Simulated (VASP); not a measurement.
# BaS (Fm-3m) in VASP: further runs

Runs on BaS. Level: PBEsol. Tasks: electric field gradients.

Program: VASP 6.6.1. These are calculated values, not measurements. Logs are shortened: lines on timing, memory, paths and dates and some standing lists are left out, and cuts for length are marked.

## Step 1: The cell of the first run

It takes space group Fm-3m (No. 225, cubic). The conventional cell has a = 6.430 Å, b = 6.430 Å, c = 6.430 Å, α = 90.00°, β = 90.00°, γ = 90.00°. Ba (site symmetry m-3m) has 6 S at 3.21 Å within 4.2 Å. S (site symmetry m-3m) has 6 Ba at 3.21 Å within 4.2 Å.

## Step 2: Electric field gradients, PBEsol (33.23 Å³/atom)

INCAR

```
  ALGO = Normal
  EDIFF = 1E-8
  ENCUT = 520
  GGA = PS
  ISIF = 2
  ISMEAR = -1
  LASPH = True
  LCHARG = False
  LEFG = True
  LREAL = False
  LWAVE = False
  NBANDS = 15
  NELM = 60
  PREC = Accurate
  SIGMA = 0.02
```

KPOINTS

```
k-points
0
Gamma
  8 8 8
```

POSCAR

```
BaS
1.0
    0.0000000000      3.2149012787      3.2149012787
    3.2149012787      0.0000000000      3.2149012787
    3.2149012787      3.2149012787      0.0000000000
Ba S
1 1
Direct
    0.0000000000      0.0000000000      0.0000000000
    0.5000000000      0.5000000000      0.5000000000
```

Potentials or basis: VASP PAW PBE potentials, release 64 (Ba_sv, S).

Run with:

```bash
cat potpaw_PBE.64/Ba_sv/POTCAR potpaw_PBE.64/S/POTCAR > POTCAR
mpirun -np 1 vasp_std > vasp.out
```

OUTCAR:

```text
EDIFF = 1E-8
   ENCUT = 520
   GGA = PS
   ISIF = 2
   ISMEAR = -1
   LASPH = True
   LREAL = False
   NELM = 60
   PREC = Accurate

 ion  position               nearest neighbor table
   1  0.000  0.000  0.000-   2 3.21   2 3.21   2 3.21   2 3.21   2 3.21   2 3.21
   2  0.500  0.500  0.500-   1 3.21   1 3.21   1 3.21   1 3.21   1 3.21   1 3.21

  LATTYP: Found a face centered cubic cell.
 ALAT       =     6.4298025574

  Lattice vectors:

 A1 = (   0.0000000000,   3.2149012787,   3.2149012787)
 A2 = (   3.2149012787,   0.0000000000,   3.2149012787)
 A3 = (   3.2149012787,   3.2149012787,   0.0000000000)

Analysis of symmetry for initial positions (statically):
=====================================================================
 Subroutine PRICEL returns:
 Original cell was already a primitive cell.

 Routine SETGRP: Setting up the symmetry group for a
 face centered cubic supercell.

 Subroutine GETGRP returns: Found 48 space group operations
 (whereof 48 operations were pure point group operations)
 out of a pool of 48 trial point group operations.

The static configuration has the point symmetry O_h .

Analysis of symmetry for dynamics (positions and initial velocities):
=====================================================================
 Subroutine PRICEL returns:
 Original cell was already a primitive cell.

 Routine SETGRP: Setting up the symmetry group for a
 face centered cubic supercell.

 Subroutine GETGRP returns: Found 48 space group operations
 (whereof 48 operations were pure point group operations)
 out of a pool of 48 trial point group operations.

The dynamic configuration has the point symmetry O_h .

 Subroutine INISYM returns: Found 48 space group operations
 (whereof 48 operations are pure point group operations),
 and found     1 'primitive' translations

----------------------------------------------------------------------------------------

                                     Primitive cell

  volume of cell :      66.4558

  direct lattice vectors                    reciprocal lattice vectors
     0.000000000  3.214901279  3.214901279    -0.155525771  0.155525771  0.155525771
     3.214901279  0.000000000  3.214901279     0.155525771 -0.155525771  0.155525771
     3.214901279  3.214901279  0.000000000     0.155525771  0.155525771 -0.155525771

[... 128 lines left out ...]

  energy without entropy =      -10.71051851  energy(sigma->0) =      -10.71051851

 E-fermi :   1.7057     XC(G=0):  -8.7405

 val. band max:        1.2403065195   @ k =   0.0000   0.0000   0.0000
 cond. band min:       3.2574344271   @ k =   0.5000   0.5000   0.0000
 fundamental gap:      2.0171279076
 Fermi energy:         1.7056768941

 k-point     1 :       0.0000    0.0000    0.0000
  band No.  band energies     occupation
      1     -24.8571      2.00000
      2      -9.9012      2.00000
      3      -9.9012      2.00000
      4      -9.9012      2.00000
      5      -9.0818      2.00000
      6       1.2403      2.00000
      7       1.2403      2.00000
      8       1.2403      2.00000
      9       4.5554      0.00000
     10       5.0234      0.00000
     11       5.0234      0.00000
     12       5.0234      0.00000
     13       5.9552      0.00000
     14       5.9552      0.00000
[... 401 lines left out ...]
      2     -10.7801      2.00000
      3     -10.0876      2.00000
      4     -10.0019      2.00000
      5      -8.1859      2.00000
      6      -0.2569      2.00000
      7       0.3814      2.00000
      8       0.4496      2.00000
      9       5.7939      0.00000
     10       5.9860      0.00000
     11       7.7730      0.00000
     12       7.9489      0.00000
     13       8.9211      0.00000
     14       9.8346      0.00000
     15      10.4348      0.00000

 [... further k-points ...]
[... 5 lines left out ...]
  --------------------------------------------------------------------------------------
  -------------------------------------------------------------------------------------
  Total       -0.5624447     -0.5624447     -0.5624447      0.0000000      0.0000000     -0.0000000
  in kB      -13.5599310    -13.5599310    -13.5599310      0.0000000      0.0000000     -0.0000000
  external PRESSURE =     -13.5599310 kB  Pullay stress =       0.0000000 kB

 VOLUME and BASIS-vectors are now :
 -----------------------------------------------------------------------------
  energy-cutoff  :      520.00
  volume of cell :       66.46
      direct lattice vectors                 reciprocal lattice vectors
     0.000000000  3.214901279  3.214901279    -0.155525771  0.155525771  0.155525771
     3.214901279  0.000000000  3.214901279     0.155525771 -0.155525771  0.155525771
     3.214901279  3.214901279  0.000000000     0.155525771  0.155525771 -0.155525771

 POSITION                                       TOTAL-FORCE (eV/Angst)
 -----------------------------------------------------------------------------------
      0.00000      0.00000      0.00000         0.000000     -0.000000     -0.000000
      3.21490      3.21490      3.21490         0.000000      0.000000      0.000000
 -----------------------------------------------------------------------------------
    total drift:                                0.000000      0.000000      0.000000

  FREE ENERGIE OF THE ION-ELECTRON SYSTEM (eV)
  ---------------------------------------------------
  free  energy   TOTEN  =       -10.7105185074 eV

  energy  without entropy=      -10.7105185074  energy(sigma->0) =      -10.71051851

 Electric field gradients (V/A^2)
---------------------------------------------------------------------
 ion       V_xx      V_yy      V_zz      V_xy      V_xz      V_yz
---------------------------------------------------------------------
   1      -0.000    -0.000    -0.000     0.000     0.000     0.000
   2      -0.000    -0.000     0.000     0.000     0.000     0.000
---------------------------------------------------------------------

 Electric field gradients after diagonalization (V/A^2)
 (convention: |V_zz| > |V_xx| > |V_yy|)
----------------------------------------------------------------------
 ion       V_xx      V_yy      V_zz     asymmetry (V_yy - V_xx)/ V_zz
----------------------------------------------------------------------
   1      -0.000    -0.000     0.000       0.000
   2      -0.000    -0.000     0.001       0.000
----------------------------------------------------------------------

           NMR quadrupolar parameters

 Cq : quadrupolar parameter    Cq=e*Q*V_zz/h
 eta: asymmetry parameters     (V_yy - V_xx)/ V_zz
 Q  : nuclear electric quadrupole moment in mb (millibarn)
----------------------------------------------------------------------
 ion       Cq(MHz)       eta       Q (mb)
----------------------------------------------------------------------
   1       0.000       0.000       1.000
   2       0.000       0.000       1.000
----------------------------------------------------------------------
```

OSZICAR:

```text
N       E                     dE             d eps       ncg     rms          rms(c)
DAV:   1     0.832726706788E+02    0.83273E+02   -0.66993E+03   870   0.920E+02
DAV:   2    -0.617596998826E+01   -0.89449E+02   -0.80375E+02  1233   0.168E+02
DAV:   3    -0.110567461721E+02   -0.48808E+01   -0.48475E+01  1168   0.410E+01
DAV:   4    -0.111469743071E+02   -0.90228E-01   -0.90213E-01  1113   0.591E+00
DAV:   5    -0.111494206540E+02   -0.24463E-02   -0.24462E-02  1198   0.803E-01    0.446E+00
DAV:   6    -0.107121612050E+02    0.43726E+00   -0.57636E-01   989   0.461E+00    0.305E+00
DAV:   7    -0.107049230536E+02    0.72382E-02   -0.13892E-01  1074   0.207E+00    0.172E+00
DAV:   8    -0.107108320240E+02   -0.59090E-02   -0.20973E-02   961   0.926E-01    0.259E-01
DAV:   9    -0.107100358642E+02    0.79616E-03   -0.28353E-03  1157   0.323E-01    0.125E-01
DAV:  10    -0.107105016045E+02   -0.46574E-03   -0.55242E-04   947   0.153E-01    0.271E-02
DAV:  11    -0.107105174530E+02   -0.15848E-04   -0.39524E-05  1123   0.375E-02    0.912E-03
DAV:  12    -0.107105185018E+02   -0.10488E-05   -0.29540E-06   968   0.110E-02    0.534E-03
DAV:  13    -0.107105184469E+02    0.54911E-07   -0.21362E-07  1122   0.292E-03    0.100E-03
DAV:  14    -0.107105184885E+02   -0.41650E-07   -0.57345E-09   859   0.525E-04    0.577E-04
DAV:  15    -0.107105185085E+02   -0.20034E-07   -0.17284E-09   631   0.298E-04    0.377E-05
DAV:  16    -0.107105185074E+02    0.11260E-08   -0.29506E-10   519   0.110E-04
   1 F= -.10710519E+02 E0= -.10710519E+02  d E =-.486210E-12
```

stdout:

```text
POSCAR found type information on POSCAR BaS
 POSCAR found :  2 types and       2 ions
 scaLAPACK will be used
 -----------------------------------------------------------------------------
|                                                                             |
|                                                                             |
|     You enforced a specific xc type in the INCAR file but a different       |
|     I HOPE YOU KNOW WHAT YOU ARE DOING!                                     |
|                                                                             |
 -----------------------------------------------------------------------------

 LDA part: xc-table for (Slater+PW92), standard interpolation
 POSCAR, INCAR and KPOINTS ok, starting setup
 FFT: planning ... GRIDC
 FFT: planning ... GRID_SOFT
 FFT: planning ... GRID
 WAVECAR not read
 entering main loop
ion   1

ion   2
```

It took 51 s on 1 thread of Intel Xeon 8259CL, shared host; peak memory 0.21 GiB.

Results:

| Item | Value |
| --- | --- |
| Free energy | -10.7105 eV |
| Pressure | -1.4 GPa |
| Band gap on the k mesh | 2.02 eV (least direct gap 2.17 eV) |
| Largest electric field gradient by atom | zero within the noise of the run |

Caveat: the PAW data sets were made with another functional, which shifts forces and pressure a little; spin-orbit coupling is left out, which moves the levels of the heavy elements. A k mesh can miss the band edges.

## Step 3: Electric field gradients, PBEsol (34.21 Å³/atom)

This run uses another cell than the first one, of 34.21 Å³/atom.

INCAR

```
PREC = Accurate ; ENCUT = 520
EDIFF = 1E-8 ; ISMEAR = -1
SIGMA = 0.02 ; LREAL = F
LASPH = T ; NELM = 60
ALGO = Normal ; ISIF = 2
LWAVE = F ; LCHARG = F
GGA = PS ; LEFG = T
NBANDS = 15
```

KPOINTS

```
Automatic mesh
0
Gamma
  8 8 8
```

POSCAR

```
BaS
1.0
    0.0000000000      3.2461158646      3.2461158646
    3.2461158646      0.0000000000      3.2461158646
    3.2461158646      3.2461158646      0.0000000000
Ba S
1 1
Direct
    0.0000000000      0.0000000000      0.0000000000
    0.5000000000      0.5000000000      0.5000000000
```

Potentials or basis: VASP PAW PBE potentials, release 64 (Ba_sv, S).

Run with:

```bash
cat potpaw_PBE.64/Ba_sv/POTCAR potpaw_PBE.64/S/POTCAR > POTCAR
mpirun -np 1 vasp_std > vasp.out
```

OUTCAR:

```text
PREC = Accurate
   ENCUT = 520
   EDIFF = 1E-8
   ISMEAR = -1
   LREAL = F
   LASPH = T
   NELM = 60
   ISIF = 2
   GGA = PS

 ion  position               nearest neighbor table
   1  0.000  0.000  0.000-   2 3.25   2 3.25   2 3.25   2 3.25   2 3.25   2 3.25
   2  0.500  0.500  0.500-   1 3.25   1 3.25   1 3.25   1 3.25   1 3.25   1 3.25

  LATTYP: Found a face centered cubic cell.
 ALAT       =     6.4922317292

  Lattice vectors:

 A1 = (   0.0000000000,   3.2461158646,   3.2461158646)
 A2 = (   3.2461158646,   0.0000000000,   3.2461158646)
 A3 = (   3.2461158646,   3.2461158646,   0.0000000000)

Analysis of symmetry for initial positions (statically):
=====================================================================
 Subroutine PRICEL returns:
 Original cell was already a primitive cell.

 Routine SETGRP: Setting up the symmetry group for a
 face centered cubic supercell.

 Subroutine GETGRP returns: Found 48 space group operations
 (whereof 48 operations were pure point group operations)
 out of a pool of 48 trial point group operations.

The static configuration has the point symmetry O_h .

Analysis of symmetry for dynamics (positions and initial velocities):
=====================================================================
 Subroutine PRICEL returns:
 Original cell was already a primitive cell.

 Routine SETGRP: Setting up the symmetry group for a
 face centered cubic supercell.

 Subroutine GETGRP returns: Found 48 space group operations
 (whereof 48 operations were pure point group operations)
 out of a pool of 48 trial point group operations.

The dynamic configuration has the point symmetry O_h .

 Subroutine INISYM returns: Found 48 space group operations
[... 167 lines left out ...]
     14       5.7750      0.00000
[... 401 lines left out ...]
      2     -10.9155      2.00000
      3     -10.3081      2.00000
      4     -10.2314      2.00000
      5      -8.3822      2.00000
      6      -0.3574      2.00000
      7       0.2699      2.00000
      8       0.3254      2.00000
      9       5.6045      0.00000
     10       5.7882      0.00000
     11       7.5090      0.00000
     12       7.6448      0.00000
     13       8.6142      0.00000
     14       9.5253      0.00000
     15      10.0557      0.00000

 [... further k-points ...]
[... 5 lines left out ...]
  --------------------------------------------------------------------------------------
  -------------------------------------------------------------------------------------
  Total       -1.0380682     -1.0380682     -1.0380682      0.0000000     -0.0000000     -0.0000000
  in kB      -24.3116504    -24.3116504    -24.3116504      0.0000000     -0.0000000     -0.0000000
  external PRESSURE =     -24.3116504 kB  Pullay stress =       0.0000000 kB

 VOLUME and BASIS-vectors are now :
 -----------------------------------------------------------------------------
  energy-cutoff  :      520.00
  volume of cell :       68.41
      direct lattice vectors                 reciprocal lattice vectors
     0.000000000  3.246115865  3.246115865    -0.154030238  0.154030238  0.154030238
     3.246115865  0.000000000  3.246115865     0.154030238 -0.154030238  0.154030238
     3.246115865  3.246115865  0.000000000     0.154030238  0.154030238 -0.154030238

 POSITION                                       TOTAL-FORCE (eV/Angst)
 -----------------------------------------------------------------------------------
      0.00000      0.00000      0.00000         0.000000     -0.000000      0.000000
      3.24612      3.24612      3.24612         0.000000      0.000000     -0.000000
 -----------------------------------------------------------------------------------
    total drift:                                0.000000      0.000000      0.000000

  FREE ENERGIE OF THE ION-ELECTRON SYSTEM (eV)
  ---------------------------------------------------
  free  energy   TOTEN  =       -10.6874520752 eV

  energy  without entropy=      -10.6874520752  energy(sigma->0) =      -10.68745208

 Electric field gradients (V/A^2)
---------------------------------------------------------------------
 ion       V_xx      V_yy      V_zz      V_xy      V_xz      V_yz
---------------------------------------------------------------------
   1      -0.000     0.000     0.000     0.000     0.000     0.000
   2      -0.000    -0.000     0.000     0.000     0.000     0.000
---------------------------------------------------------------------

 Electric field gradients after diagonalization (V/A^2)
 (convention: |V_zz| > |V_xx| > |V_yy|)
----------------------------------------------------------------------
 ion       V_xx      V_yy      V_zz     asymmetry (V_yy - V_xx)/ V_zz
----------------------------------------------------------------------
   1      -0.000    -0.000     0.000       0.000
   2      -0.000    -0.000     0.000       0.000
----------------------------------------------------------------------

           NMR quadrupolar parameters

 Cq : quadrupolar parameter    Cq=e*Q*V_zz/h
 eta: asymmetry parameters     (V_yy - V_xx)/ V_zz
 Q  : nuclear electric quadrupole moment in mb (millibarn)
----------------------------------------------------------------------
 ion       Cq(MHz)       eta       Q (mb)
----------------------------------------------------------------------
   1       0.000       0.000       1.000
   2       0.000       0.000       1.000
----------------------------------------------------------------------
```

stdout:

```text
POSCAR found type information on POSCAR BaS
 POSCAR found :  2 types and       2 ions
 scaLAPACK will be used
 -----------------------------------------------------------------------------
|                                                                             |
|                                                                             |
|     You enforced a specific xc type in the INCAR file but a different       |
|     I HOPE YOU KNOW WHAT YOU ARE DOING!                                     |
|                                                                             |
 -----------------------------------------------------------------------------

 LDA part: xc-table for (Slater+PW92), standard interpolation
 POSCAR, INCAR and KPOINTS ok, starting setup
 FFT: planning ... GRIDC
 FFT: planning ... GRID_SOFT
 FFT: planning ... GRID
 WAVECAR not read
 entering main loop
ion   1

ion   2
```

Run time: 45 s. Hardware: 1 thread of Intel Xeon 8259CL, shared host; peak memory 0.21 GiB.

Results:

* Free energy: -10.6875 eV
* Pressure: -2.4 GPa
* Band gap on the k mesh: 2.06 eV (least direct gap 2.23 eV)
* Largest electric field gradient by atom: zero within the noise of the run

Levels at points of the mesh, in eV from the valence-band top:
```
           k point  band 5  band 6  band 7  band 8  band 9  band 10  band 11  band 12
(0.00, 0.00, 0.00)  -10.28    0.00    0.00    0.00    3.18     3.78     3.78     3.78
(0.50, 0.00, 0.00)   -9.22   -1.89   -1.02   -1.02    5.30     5.38     6.08     6.08
(0.50, 0.50, 0.00)  -10.18   -0.59   -0.16   -0.16    2.06     5.64     5.78     7.23
```

Caveat: the PAW data sets were made with another functional, which shifts forces and pressure a little; spin-orbit coupling is left out, which moves the levels of the heavy elements.

(Part 1 of 3 ends here.)
